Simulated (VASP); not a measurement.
# YbH3 in VASP: further runs

Runs on YbH3. Level: PBE. Tasks: single point.

Everything below comes from runs of VASP 6.6.1. Logs are shortened: lines on timing, memory, paths and dates and some standing lists are left out, and cuts for length are marked.

## (1) The cell of the first run

The typed cell holds 4 atoms: a = 3.684 Å, b = 3.684 Å, c = 3.684 Å, α = 60.00°, β = 60.00°, γ = 60.00°.

## (2) Single point, PBE, collinear spin, ferromagnetic start

Contents of INCAR:

```
PREC = Accurate
ENCUT = 520
EDIFF = 1E-6
ISMEAR = 0
SIGMA = 0.005
LREAL = False
LASPH = True
NELM = 150
ALGO = Normal
ISIF = 2
LWAVE = False
LCHARG = False
ISPIN = 2
MAGMOM = 1 0 0 0
LORBIT = 11
LMAXMIX = 6
GGA = PE
NBANDS = 26
```

Contents of KPOINTS:

```
Automatic mesh
0
Gamma
  6 6 6
```

Contents of POSCAR:

```
YbH3
1.0
    0.0000000000      2.6049710000      2.6049710000
    2.6049710000      0.0000000000      2.6049710000
    2.6049710000      2.6049710000      0.0000000000
Yb H
1 3
Direct
    0.0113840000      0.0082340000     -0.0130260000
    0.5123770000      0.4794550000      0.4931680000
    0.2373210000      0.2554420000      0.2501730000
    0.7544660000      0.7375710000      0.7523790000
```

Potentials or basis: VASP PAW PBE potentials, release 64 (Yb, H).

Started as:

```sh
$ cat potpaw_PBE.64/Yb/POTCAR potpaw_PBE.64/H/POTCAR > POTCAR
$ mpirun -np 1 vasp_std > vasp.out
```

OUTCAR:

```text
PREC = Accurate
   ENCUT = 520
   EDIFF = 1E-6
   ISMEAR = 0
   LREAL = False
   LASPH = True
   NELM = 150
   ISIF = 2
   ISPIN = 2
   LORBIT = 11
   GGA = PE

 ion  position               nearest neighbor table
   1  0.011  0.008  0.987-   4 2.19   3 2.22   3 2.22   4 2.24   3 2.27   4 2.29   4 2.30   3 2.33

   2  0.512  0.479  0.493-
   3  0.237  0.255  0.250-   1 2.22   1 2.22   1 2.27   1 2.33
   4  0.754  0.738  0.752-   1 2.19   1 2.24   1 2.29   1 2.30

  LATTYP: Found a face centered cubic cell.
 ALAT       =     5.2099420000

  Lattice vectors:

 A1 = (   0.0000000000,   2.6049710000,   2.6049710000)
 A2 = (   2.6049710000,   0.0000000000,   2.6049710000)
 A3 = (   2.6049710000,   2.6049710000,   0.0000000000)

Analysis of symmetry for initial positions (statically):
=====================================================================
 Subroutine PRICEL returns:
 Original cell was already a primitive cell.

 Routine SETGRP: Setting up the symmetry group for a
 face centered cubic supercell.

 Subroutine GETGRP returns: Found  1 space group operations
 (whereof  1 operations were pure point group operations)
 out of a pool of 48 trial point group operations.

The static configuration has the point symmetry C_1 .

Analysis of symmetry for dynamics (positions and initial velocities):
=====================================================================
 Subroutine PRICEL returns:
 Original cell was already a primitive cell.

 Routine SETGRP: Setting up the symmetry group for a
 face centered cubic supercell.

 Subroutine GETGRP returns: Found  1 space group operations
 (whereof  1 operations were pure point group operations)
 out of a pool of 48 trial point group operations.

The dynamic configuration has the point symmetry C_1 .

Analysis of structural, dynamic, and magnetic symmetry:
=====================================================================
 Subroutine PRICEL returns:
 Original cell was already a primitive cell.

 Routine SETGRP: Setting up the symmetry group for a
 face centered cubic supercell.

 Subroutine GETGRP returns: Found  1 space group operations
 (whereof  1 operations were pure point group operations)
 out of a pool of 48 trial point group operations.

The overall configuration has the point symmetry C_1 .

 Subroutine INISYM returns: Found  1 space group operations
 (whereof  1 operations are pure point group operations),
 and found     1 'primitive' translations

----------------------------------------------------------------------------------------

                                     Primitive cell

  volume of cell :      35.3540

  direct lattice vectors                    reciprocal lattice vectors
     0.000000000  2.604971000  2.604971000    -0.191940716  0.191940716  0.191940716
     2.604971000  0.000000000  2.604971000     0.191940716 -0.191940716  0.191940716
     2.604971000  2.604971000  0.000000000     0.191940716  0.191940716 -0.191940716

  length of vectors
     3.683985318  3.683985318  3.683985318     0.332451073  0.332451073  0.332451073

  position of ions in fractional coordinates (direct lattice)
     0.011384000  0.008234000  0.986974000
     0.512377000  0.479455000  0.493168000
     0.237321000  0.255442000  0.250173000
     0.754466000  0.737571000  0.752379000

  ion indices of the primitive-cell ions
   primitive index   ion index
                 1           1
                 2           2
                 3           3
                 4           4

----------------------------------------------------------------------------------------

 KPOINTS: Automatic mesh

Automatic generation of k-mesh.
 Grid dimensions read from file:
 generate k-points for:    6    6    6

 Generating k-lattice:

  Cartesian coordinates                     Fractional coordinates (reciprocal lattice)
    -0.031990119  0.031990119  0.031990119     0.166666667  0.000000000  0.000000000
     0.031990119 -0.031990119  0.031990119     0.000000000  0.166666667  0.000000000
     0.031990119  0.031990119 -0.031990119     0.000000000  0.000000000  0.166666667

  Length of vectors
     0.055408512  0.055408512  0.055408512

  Shift w.r.t. Gamma in fractional coordinates (k-lattice)
     0.000000000  0.000000000  0.000000000

 Subroutine IBZKPT returns following result:
 ===========================================

 Found    112 irreducible k-points:

 Following reciprocal coordinates:
            Coordinates               Weight
  0.000000  0.000000  0.000000      1.000000
  0.166667  0.000000  0.000000      2.000000
  0.000000  0.166667  0.000000      2.000000
  0.000000  0.000000  0.166667      2.000000
  0.166667  0.166667  0.166667      2.000000
  0.333333  0.000000  0.000000      2.000000
[... 16 lines left out ...]
  0.166667 -0.166667 -0.166667      2.000000
  0.333333  0.333333  0.166667      2.000000
 [... further k-points ...]
   k-points           NKPTS =    112   k-points in BZ     NKDIM =    112   number of bands    NBANDS=     26
   number of dos      NEDOS =    301   number of ions     NIONS =      4
   total plane-waves  NPLWV =  21952
   dimension x,y,z NGX =    28 NGY =   28 NGZ =   28
   dimension x,y,z NGXF=    56 NGYF=   56 NGZF=   56
   ions per type =               1   3
   NGX,Y,Z   is equivalent  to a cutoff of  12.64, 12.64, 12.64 a.u.
   NGXF,Y,Z  is equivalent  to a cutoff of  25.27, 25.27, 25.27 a.u.
 SYSTEM =  unknown system
   PREC   = accura    normal or accurate (medium, high low for compatibility)
   ISTART =      0    job   : 0-new  1-cont  2-samecut
   ICHARG =      2    charge: 1-file 2-atom 10-const
   ISPIN  =      2    spin polarized calculation?
   LNONCOLLINEAR =      F non collinear calculations
   LSORBIT =      F    spin-orbit coupling
   LASPH  =      T    aspherical Exc in radial PAW
   ENCUT  =  520.0 eV  38.22 Ry    6.18 a.u.   6.85  6.85  6.85*2*pi/ulx,y,z
   NELM   =    150;   NELMIN=  2; NELMDL= -5     # of ELM steps
   EDIFF  = 0.1E-05   stopping-criterion for ELM
   LREAL  =      F    real-space projection
   EDIFFG = 0.1E-04   stopping-criterion for IOM
   NSW    =      0    number of steps for IOM
   IBRION =     -1    ionic relax: 0-MD 1-quasi-New 2-CG
   NFREE  =      0    steps in history (QN), initial steepest desc. (CG)
   ISIF   =      2    stress and relaxation
   ISYM   =      2    0-nonsym 1-usesym 2-fastsym
   POTIM  = 0.5000    time-step for ionic-motion
   TEBEG  =    0.0;   TEEND  =   0.0 temperature during run
   PSTRESS=    0.0 pullay stress
   NELECT =      27.0000    total number of electrons
   NUPDOWN=      -1.0000    fix difference up-down
   EMIN   =  10.00;   EMAX   =-10.00  energy-range for DOS
   EFERMI =   0.00;   METHOD = LEGACY
   ISMEAR =     0;   SIGMA  =   0.01  broadening in eV -4-tet -1-fermi 0-gaus
   EFERMI_NEDOS =   21; number of points for ismear=-14 and -15
   IALGO  =     38    algorithm
   IMIX   =      4    mixing-type and parameters
     AMIX     =   0.40;   BMIX     =  1.00
     AMIX_MAG =   1.60;   BMIX_MAG =  1.00
  volume/ion in A,a.u.               =       8.84        59.65
  Fermi-wavevector in a.u.,A,eV,Ry     =   1.496407  2.827800 30.466645  2.239235
  Thomas-Fermi vector in A             =   2.608428
   LORBIT       =     11    0 simple, 1 ext, 2 COOP (PROOUT), +10 PAW based schemes
   GGA     = PE    functional components
   LHFCALC =     F    Hartree Fock is set to
   AEXX    =    0.0000 exact exchange contribution
   IVDW    =     0    specifies the selected vdW correction
   LEPSILON=     F    determine dielectric tensor
   LRPA    =     F    only Hartree local field effects (RPA)
 spin polarized calculation
 Gauss-broadening in eV      SIGMA  =   0.01
  energy-cutoff  :      520.00
  volume of cell :       35.35
 maximum number of plane-waves:       962
   NGX = 13   NGY = 13   NGZ = 13

 number of electron      26.9999995 magnetization       0.0770351

 number of electron      26.9999995 magnetization      -0.1652668

 Free energy of the ion-electron system (eV)
  ---------------------------------------------------
  ext. energy  EPLUGINS =         0.00000000
  ---------------------------------------------------
  free energy    TOTEN  =       -15.19863291 eV

  energy without entropy =      -15.19859501  energy(sigma->0) =      -15.19861396

 E-fermi :   1.4132     XC(G=0): -10.8760

 val. band max:        1.4118015287   @ k =   0.0000   0.1667  -0.3333
 cond. band min:       1.4169965381   @ k =   0.1667   0.5000   0.0000
 fundamental gap:      0.0051950094
 Fermi energy:         1.4131589367

 spin component 1

 k-point     1 :       0.0000    0.0000    0.0000
  band No.  band energies     occupation
      1     -49.6837      1.00000
      2     -21.7250      1.00000
      3     -21.7211      1.00000
      4     -21.7032      1.00000
      5      -7.0533      1.00000
      6       0.0123      1.00000
[... 17 lines left out ...]
     24      21.6032      0.00000
     25      21.6395      0.00000

 k-point     2 :       0.1667    0.0000    0.0000
  band No.  band energies     occupation
      1     -49.6789      1.00000
      2     -21.8322      1.00000
      3     -21.7340      1.00000
      4     -21.7180      1.00000
      5      -6.4693      1.00000
      6      -0.4249      1.00000
[... 17 lines left out ...]
     24      19.1029      0.00000
     25      19.1781      0.00000
[... 586 lines left out ...]
     24      18.1135      0.00000
     25      20.2967      0.00000

 k-point    24 :       0.3333    0.3333    0.1667
  band No.  band energies     occupation
      1     -49.6694      1.00000
      2     -21.9817      1.00000
      3     -21.7912      1.00000
      4     -21.7722      1.00000
      5      -5.0927      1.00000
      6      -1.3743      1.00000
[... 17 lines left out ...]
     24      18.0881      0.00000
     25      20.3822      0.00000

 [... further k-points ...]

 spin component 2

 k-point     1 :       0.0000    0.0000    0.0000
  band No.  band energies     occupation
      1     -49.7406      1.00000
      2     -21.7603      1.00000
      3     -21.7588      1.00000
      4     -21.7523      1.00000
      5      -7.0799      1.00000
      6      -0.0695      1.00000
[... 17 lines left out ...]
     24      21.5785      0.00000
     25      21.6190      0.00000

 k-point     2 :       0.1667    0.0000    0.0000
  band No.  band energies     occupation
      1     -49.7358      1.00000
      2     -21.8683      1.00000
      3     -21.7714      1.00000
      4     -21.7659      1.00000
      5      -6.4966      1.00000
      6      -0.4776      1.00000
[... 17 lines left out ...]
     24      19.0786      0.00000
     25      19.1595      0.00000
[... 586 lines left out ...]
     24      18.0881      0.00000
     25      20.2704      0.00000

 k-point    24 :       0.3333    0.3333    0.1667
  band No.  band energies     occupation
      1     -49.7263      1.00000
      2     -22.0206      1.00000
      3     -21.8273      1.00000
      4     -21.8179      1.00000
      5      -5.1213      1.00000
      6      -1.4027      1.00000
[... 17 lines left out ...]
     24      18.0627      0.00000
     25      20.3561      0.00000

 [... further k-points ...]

 [bands above 25 left out]

------------------------ aborting loop because EDIFF is reached ----------------------------------------

  FORCE on cell =-STRESS in cart. coord.  units (eV):
  Direction    XX          YY          ZZ          XY          YZ          ZX
  --------------------------------------------------------------------------------------
  -------------------------------------------------------------------------------------
  Total       -1.4849638     -1.4919366     -1.4817097     -0.0285789     -0.0791117      0.1021351
  in kB      -67.2957730    -67.6117674    -67.1483013     -1.2951421     -3.5851959      4.6285724
  external PRESSURE =     -67.3519472 kB  Pullay stress =       0.0000000 kB

 VOLUME and BASIS-vectors are now :
 -----------------------------------------------------------------------------
  energy-cutoff  :      520.00
  volume of cell :       35.35
      direct lattice vectors                 reciprocal lattice vectors
     0.000000000  2.604971000  2.604971000    -0.191940716  0.191940716  0.191940716
     2.604971000  0.000000000  2.604971000     0.191940716 -0.191940716  0.191940716
     2.604971000  2.604971000  0.000000000     0.191940716  0.191940716 -0.191940716

 POSITION                                       TOTAL-FORCE (eV/Angst)
 -----------------------------------------------------------------------------------
      2.59249      2.60069      0.05110         0.015371      0.000502     -0.338435
      2.53365      2.61942      2.58369         0.063096     -0.019846     -0.006025
      1.31711      1.26991      1.28363        -0.111978      0.097174      0.168887
      3.88128      3.92529      3.88671         0.033511     -0.077829      0.175573
 -----------------------------------------------------------------------------------
    total drift:                               -0.000498     -0.000113     -0.000083

  FREE ENERGIE OF THE ION-ELECTRON SYSTEM (eV)
  ---------------------------------------------------
  free  energy   TOTEN  =       -15.1986329072 eV

  energy  without entropy=      -15.1985950084  energy(sigma->0) =      -15.19861396

 total charge

# of ion       s       p       d       f       tot
--------------------------------------------------
    1        2.109   6.047   0.475  13.424  22.055
    2        0.456   0.006   0.000   0.000   0.462
    3        0.543   0.006   0.000   0.000   0.549
    4        0.543   0.006   0.000   0.000   0.549
--------------------------------------------------
tot          3.651   6.064   0.475  13.424  23.614

 magnetization (x)

# of ion       s       p       d       f       tot
--------------------------------------------------
    1       -0.000   0.001  -0.007  -0.130  -0.136
    2       -0.005  -0.000   0.000   0.000  -0.005
    3       -0.003  -0.000   0.000   0.000  -0.003
    4       -0.003  -0.000   0.000   0.000  -0.003
--------------------------------------------------
tot         -0.011   0.001  -0.007  -0.130  -0.147
```

It took 4.9 min on 1 thread of Intel Xeon Platinum 8375C at 2.90GHz (Ice Lake), shared host; peak memory 0.3 GiB.

What came out:

* Free energy: -15.1986 eV
* Pressure: -6.7 GPa
* Largest force: 0.339 eV/Å
* Net moment: -0.17 μB per cell
* Site moments: Yb -0.14; H -0.01, -0.00 (each value once) μB
* Valence electrons inside the program's atomic spheres: Yb 22.05; H 0.46, 0.55 (each value once)

Forces on the atoms (eV/Å):
```
Yb   0.015  0.001 -0.338
H    0.063 -0.020 -0.006
H   -0.112  0.097  0.169
H    0.034 -0.078  0.176
```

Stress tensor (GPa, compression positive):
```
-6.73 -0.13  0.46
-0.13 -6.76 -0.36
 0.46 -0.36 -6.71
```

Caveat: the cell stands under tension; spin-orbit coupling is left out, which moves the levels of the heavy elements.

[end of part 1 of 2]
